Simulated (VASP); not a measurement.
# Rh (P6_3/mmc) in VASP: further runs

Runs on Rh. Level: LDA. Tasks: single point.

Program: VASP 6.6.1. These are calculated values, not measurements. Logs are shortened: lines on timing, memory, paths and dates and some standing lists are left out, and cuts for length are marked.

## (1) The cell of the first run

The structure is hexagonal, space group P6_3/mmc (No. 194). Conventional cell: a = 2.219 Å, b = 2.219 Å, c = 3.614 Å, α = 90.00°, β = 90.00°, γ = 120.00°. Within 2.9 Å of Rh (site symmetry -6m2) lie 12 Rh at 2.21 to 2.22 Å.

## (2) Single point, LDA (volume scaled by 0.58)

The input, INCAR:

```
ALGO = Normal ; EDIFF = 1E-6
ENCUT = 520 ; GGA = CA
ISIF = 2 ; ISMEAR = -1
LASPH = T ; LCHARG = F
LREAL = F ; LWAVE = F
NBANDS = 22 ; NELM = 100
PREC = Accurate ; SIGMA = 0.08
```

The input, KPOINTS:

```
k-points
0
Gamma
  16 16 9
```

The input, POSCAR:

```
Rh
1.0
    2.2185629271      0.0000000000      0.0000000000
   -1.1092814635      1.9213318548      0.0000000000
    0.0000000000      0.0000000000      3.6139419906
Rh
2
Direct
    0.3333333333      0.6666666667      0.2500000000
    0.6666666667      0.3333333333      0.7500000000
```

Potentials or basis: VASP PAW LDA potentials, release 64 (Rh_pv).

Started as:

```sh
> cat potpaw_LDA.64/Rh_pv/POTCAR > POTCAR
> mpirun -np 1 vasp_std > vasp.out
```

OUTCAR:

```text
EDIFF = 1E-6
   ENCUT = 520
   GGA = CA
   ISIF = 2
   ISMEAR = -1
   LASPH = T
   LREAL = F
   NELM = 100
   PREC = Accurate

 ion  position               nearest neighbor table
   1  0.333  0.667  0.250-   2 2.21   2 2.21   2 2.21   2 2.21   2 2.21   2 2.21   2 3.13   2 3.13
                             2 3.13   2 3.13   2 3.13   2 3.13
   2  0.667  0.333  0.750-   1 2.21   1 2.21   1 2.21   1 2.21   1 2.21   1 2.21   1 3.13   1 3.13
                             1 3.13   1 3.13   1 3.13   1 3.13

  LATTYP: Found a hexagonal cell.
 ALAT       =     2.2185629271
 C/A-ratio  =     1.6289562700

  Lattice vectors:

 A1 = (   2.2185629271,   0.0000000000,   0.0000000000)
 A2 = (  -1.1092814635,   1.9213318548,   0.0000000000)
 A3 = (   0.0000000000,   0.0000000000,   3.6139419906)

Analysis of symmetry for initial positions (statically):
=====================================================================
 Subroutine PRICEL returns:
 Original cell was already a primitive cell.

 Routine SETGRP: Setting up the symmetry group for a
 hexagonal supercell.

 Subroutine GETGRP returns: Found 24 space group operations
 (whereof 12 operations were pure point group operations)
 out of a pool of 24 trial point group operations.

The static configuration has the point symmetry D_3d.
 The point group associated with its full space group is D_6h.

Analysis of symmetry for dynamics (positions and initial velocities):
=====================================================================
 Subroutine PRICEL returns:
 Original cell was already a primitive cell.

 Routine SETGRP: Setting up the symmetry group for a
 hexagonal supercell.

 Subroutine GETGRP returns: Found 24 space group operations
 (whereof 12 operations were pure point group operations)
 out of a pool of 24 trial point group operations.

The dynamic configuration has the point symmetry D_3d.
 The point group associated with its full space group is D_6h.

 Subroutine INISYM returns: Found 24 space group operations
 (whereof 12 operations are pure point group operations),
 and found     1 'primitive' translations

----------------------------------------------------------------------------------------

                                     Primitive cell

  volume of cell :      15.4048

  direct lattice vectors                    reciprocal lattice vectors
     2.218562927  0.000000000  0.000000000     0.450742229  0.260236148  0.000000000
    -1.109281463  1.921331855  0.000000000     0.000000000  0.520472295  0.000000000
     0.000000000  0.000000000  3.613941991     0.000000000  0.000000000  0.276706157

  length of vectors
     2.218562927  2.218562927  3.613941991     0.520472295  0.520472295  0.276706157

  position of ions in fractional coordinates (direct lattice)
     0.333333333  0.666666667  0.250000000
     0.666666667  0.333333333  0.750000000

  ion indices of the primitive-cell ions
   primitive index   ion index
                 1           1
                 2           2

----------------------------------------------------------------------------------------

 KPOINTS: k-points

Automatic generation of k-mesh.
 Grid dimensions read from file:
 generate k-points for:   16   16    9

 Generating k-lattice:

  Cartesian coordinates                     Fractional coordinates (reciprocal lattice)
     0.028171389  0.016264759  0.000000000     0.062500000 -0.000000000  0.000000000
     0.000000000  0.032529518  0.000000000     0.000000000  0.062500000  0.000000000
     0.000000000  0.000000000  0.030745129     0.000000000  0.000000000  0.111111111

  Length of vectors
     0.032529518  0.032529518  0.030745129

  Shift w.r.t. Gamma in fractional coordinates (k-lattice)
     0.000000000  0.000000000  0.000000000

 Subroutine IBZKPT returns following result:
 ===========================================

 Found    150 irreducible k-points:

 Following reciprocal coordinates:
            Coordinates               Weight
  0.000000  0.000000  0.000000      1.000000
  0.062500 -0.000000  0.000000      6.000000
  0.125000 -0.000000  0.000000      6.000000
  0.187500 -0.000000  0.000000      6.000000
  0.250000 -0.000000  0.000000      6.000000
  0.312500 -0.000000  0.000000      6.000000
[... 16 lines left out ...]
  0.187500  0.187500  0.000000      6.000000
  0.250000  0.187500  0.000000     12.000000
 [... further k-points ...]
   k-points           NKPTS =    150   k-points in BZ     NKDIM =    150   number of bands    NBANDS=     22
   number of dos      NEDOS =    301   number of ions     NIONS =      2
   total plane-waves  NPLWV =   9072
   dimension x,y,z NGX =    18 NGY =   18 NGZ =   28
   dimension x,y,z NGXF=    36 NGYF=   36 NGZF=   56
   ions per type =               2
   NGX,Y,Z   is equivalent  to a cutoff of  13.49, 13.49, 12.88 a.u.
   NGXF,Y,Z  is equivalent  to a cutoff of  26.98, 26.98, 25.76 a.u.
 SYSTEM =  unknown system
   PREC   = accura    normal or accurate (medium, high low for compatibility)
   ISTART =      0    job   : 0-new  1-cont  2-samecut
   ICHARG =      2    charge: 1-file 2-atom 10-const
   ISPIN  =      1    spin polarized calculation?
   LNONCOLLINEAR =      F non collinear calculations
   LSORBIT =      F    spin-orbit coupling
   LASPH  =      T    aspherical Exc in radial PAW
   ENCUT  =  520.0 eV  38.22 Ry    6.18 a.u.   4.13  4.13  6.72*2*pi/ulx,y,z
   NELM   =    100;   NELMIN=  2; NELMDL= -5     # of ELM steps
   EDIFF  = 0.1E-05   stopping-criterion for ELM
   LREAL  =      F    real-space projection
[... 7 lines left out ...]
   TEBEG  =    0.0;   TEEND  =   0.0 temperature during run
   PSTRESS=    0.0 pullay stress
   NELECT =      30.0000    total number of electrons
   NUPDOWN=      -1.0000    fix difference up-down
   EMIN   =  10.00;   EMAX   =-10.00  energy-range for DOS
   EFERMI =   0.00;   METHOD = LEGACY
   ISMEAR =    -1;   SIGMA  =   0.08  broadening in eV -4-tet -1-fermi 0-gaus
   EFERMI_NEDOS =   21; number of points for ismear=-14 and -15
   IALGO  =     38    algorithm
   IMIX   =      4    mixing-type and parameters
     AMIX     =   0.40;   BMIX     =  1.00
     AMIX_MAG =   1.60;   BMIX_MAG =  1.00
  volume/ion in A,a.u.               =       7.70        51.98
  Fermi-wavevector in a.u.,A,eV,Ry     =   2.044389  3.863335 56.865894  4.179525
  Thomas-Fermi vector in A             =   3.048847
   LORBIT       =      0    0 simple, 1 ext, 2 COOP (PROOUT), +10 PAW based schemes
   GGA     = CA    functional components
   LHFCALC =     F    Hartree Fock is set to
   AEXX    =    0.0000 exact exchange contribution
   IVDW    =     0    specifies the selected vdW correction
   LEPSILON=     F    determine dielectric tensor
   LRPA    =     F    only Hartree local field effects (RPA)
 non-spin polarized calculation
  energy-cutoff  :      520.00
  volume of cell :       15.40
 maximum number of plane-waves:       428
 NGX is ok and might be reduce to    18
   NGX =  9   NGY =  9   NGZ = 13

 number of electron      29.9999996 magnetization

 Free energy of the ion-electron system (eV)
  ---------------------------------------------------
  ext. energy  EPLUGINS =         0.00000000
  ---------------------------------------------------
  free energy    TOTEN  =        -3.82051340 eV

  energy without entropy =       -3.79421330  energy(sigma->0) =       -3.80736335

 E-fermi :  26.3577     XC(G=0): -18.3433

 val. band max:       26.3444183196   @ k =   0.2500   0.2500   0.1111
 cond. band min:      26.3610037265   @ k =   0.3125   0.0625   0.4444
 fundamental gap:      0.0165854070
 Fermi energy:        26.3576631175

 k-point     1 :       0.0000    0.0000    0.0000
  band No.  band energies     occupation
      1     -25.6874      2.00000
      2     -21.6379      2.00000
      3     -21.6379      2.00000
      4     -21.0501      2.00000
      5     -21.0501      2.00000
      6     -21.0470      2.00000
[... 14 lines left out ...]
     21      42.6232      0.00000
     22      45.0100      0.00000

 k-point     2 :       0.0625   -0.0000    0.0000
  band No.  band energies     occupation
      1     -25.6334      2.00000
      2     -21.7884      2.00000
      3     -21.6845      2.00000
      4     -21.2002      2.00000
      5     -21.0681      2.00000
      6     -21.0680      2.00000
[... 14 lines left out ...]
     21      43.0008      0.00000
     22      45.0150      0.00000

 k-point     3 :       0.1250   -0.0000    0.0000
  band No.  band energies     occupation
      1     -25.4747      2.00000
      2     -22.2109      2.00000
      3     -21.8126      2.00000
      4     -21.6165      2.00000
      5     -21.1323      2.00000
      6     -21.1228      2.00000
[... 14 lines left out ...]
     21      43.9415      0.00000
     22      45.0220      0.00000

 k-point     4 :       0.1875   -0.0000    0.0000
  band No.  band energies     occupation
      1     -25.2221      2.00000
      2     -22.8271      2.00000
      3     -22.2117      2.00000
      4     -21.9942      2.00000
      5     -21.2430      2.00000
      6     -21.2109      2.00000
[... 14 lines left out ...]
     21      44.5879      0.00000
     22      45.0234      0.00000

 k-point     5 :       0.2500   -0.0000    0.0000
  band No.  band energies     occupation
      1     -24.8933      2.00000
      2     -23.5301      2.00000
      3     -22.8773      2.00000
      4     -22.1970      2.00000
      5     -21.4030      2.00000
      6     -21.3206      2.00000
[... 14 lines left out ...]
     21      45.0112      0.00000
     22      45.0222      0.00000

 k-point     6 :       0.3125   -0.0000    0.0000
  band No.  band energies     occupation
      1     -24.5154      2.00000
      2     -24.2090      2.00000
      3     -23.5102      2.00000
      4     -22.3903      2.00000
      5     -21.6107      2.00000
      6     -21.4339      2.00000
[... 14 lines left out ...]
     21      44.7483      0.00000
     22      45.0213      0.00000

 k-point     7 :       0.3750   -0.0000    0.0000
  band No.  band energies     occupation
      1     -24.7667      2.00000
      2     -24.1289      2.00000
      3     -24.0251      2.00000
      4     -22.5480      2.00000
      5     -21.8518      2.00000
      6     -21.5317      2.00000
[... 324 lines left out ...]
      6     -21.8750      2.00000
[... 14 lines left out ...]
     21      43.0122      0.00000
     22      43.7630      0.00000

 k-point    21 :       0.3750    0.1250    0.0000
  band No.  band energies     occupation
      1     -24.9914      2.00000
      2     -24.2598      2.00000
      3     -23.6824      2.00000
      4     -22.9554      2.00000
      5     -22.1627      2.00000
      6     -21.9639      2.00000
[... 14 lines left out ...]
     21      42.3976      0.00000
     22      44.2445      0.00000

 k-point    22 :       0.4375    0.1250    0.0000
  band No.  band energies     occupation
      1     -25.1070      2.00000
      2     -24.3376      2.00000
      3     -23.5372      2.00000
      4     -23.0162      2.00000
      5     -22.2758      2.00000
      6     -21.9949      2.00000
[... 14 lines left out ...]
     21      42.8269      0.00000
     22      44.6916      0.00000

 k-point    23 :       0.1875    0.1875    0.0000
  band No.  band energies     occupation
      1     -24.4242      2.00000
      2     -23.8575      2.00000
      3     -23.8227      2.00000
      4     -22.4662      2.00000
      5     -21.8572      2.00000
      6     -21.6604      2.00000
[... 14 lines left out ...]
     21      44.9129      0.00000
     22      45.0041      0.00000

 k-point    24 :       0.2500    0.1875    0.0000
  band No.  band energies     occupation
      1     -24.3484      2.00000
      2     -24.0564      2.00000
      3     -24.0387      2.00000
      4     -22.7967      2.00000
      5     -22.1064      2.00000
      6     -21.8918      2.00000
[... 14 lines left out ...]
     21      43.2166      0.00000
     22      43.6262      0.00000

 [... further k-points ...]
[... 5 lines left out ...]
  --------------------------------------------------------------------------------------
  -------------------------------------------------------------------------------------
  Total       62.2197754     62.2197754     62.2498350      0.0000000      0.0000000      0.0000000
  in kB     6471.1834147   6471.1834149   6474.3097734      0.0000002      0.0000000      0.0000000
  external PRESSURE =    6472.2255343 kB  Pullay stress =       0.0000000 kB

 VOLUME and BASIS-vectors are now :
 -----------------------------------------------------------------------------
  energy-cutoff  :      520.00
  volume of cell :       15.40
      direct lattice vectors                 reciprocal lattice vectors
     2.218562927  0.000000000  0.000000000     0.450742229  0.260236148  0.000000000
    -1.109281463  1.921331855  0.000000000     0.000000000  0.520472295  0.000000000
     0.000000000  0.000000000  3.613941991     0.000000000  0.000000000  0.276706157

 POSITION                                       TOTAL-FORCE (eV/Angst)
 -----------------------------------------------------------------------------------
     -0.00000      1.28089      0.90349        -0.000000      0.000000      0.000000
      1.10928      0.64044      2.71046         0.000000     -0.000000      0.000000
 -----------------------------------------------------------------------------------
    total drift:                                0.000000     -0.000000      0.000000

  FREE ENERGIE OF THE ION-ELECTRON SYSTEM (eV)
  ---------------------------------------------------
  free  energy   TOTEN  =        -3.8205134035 eV

  energy  without entropy=       -3.7942133020  energy(sigma->0) =       -3.80736335
```

It took 26 s on 1 thread of Intel Xeon Platinum 8488C (Sapphire Rapids), shared host; peak memory 0.15 GiB.

The run converged, but its numbers aren't listed here, since they failed a check.

[end of part 1 of 2]
